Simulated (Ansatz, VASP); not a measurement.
## Be5Te2: VASP beside Ansatz

```
CELL_PARAMETERS angstrom
-2.05329 3.55641 0.00000
-4.10659 0.00000 0.00000
-2.05329 1.18547 7.71343
ATOMIC_POSITIONS crystal
Be 0.50000 0.00000 0.50000
Be 0.00000 0.50000 0.50000
Be 0.00000 0.00000 0.50000
Be 0.54652 0.54652 0.36044
Be 0.45348 0.45348 0.63956
Te 0.27092 0.27092 0.18724
Te 0.72908 0.72908 0.81276
```

Alike in both runs: task single point; functional PBE; k mesh 6 × 6 × 6; occupations gaussian, width 0.2 eV; no spin polarisation.

|  | VASP | Ansatz |
| --- | --- | --- |
| version | VASP 6.6.1 | Ansatz 0.2.0 |
| potentials or method | VASP PAW PBE potentials, release 64 (Be, Te), cutoff 520 eV | scalar-relativistic, plane waves, PAW |
| valence electrons in the cell | 22 | 42 |

```tsv
	VASP	Ansatz	Ansatz less VASP
gap on the k mesh at the Fermi level (eV)	none	none	-
pressure (GPa)	0.0	-0.1	-0.08
traceless stress, the component that is largest in VASP (GPa)	-0.27	-0.29	-0.019
rms of the force components (eV/Å)	0.026	0.032	+0.0056
```

Atom by atom the forces differ by 0.006 eV/Å (rms over components). A gap of «none» marks a metal or a gap that the smearing closes. The functional is the same, so the differences come from potentials, cutoffs and numerics. VASP's potentials hold 22 valence electrons a cell and Ansatz's 42, so a difference there can come from the potentials and not from the codes.

Neither program's run includes spin-orbit coupling.
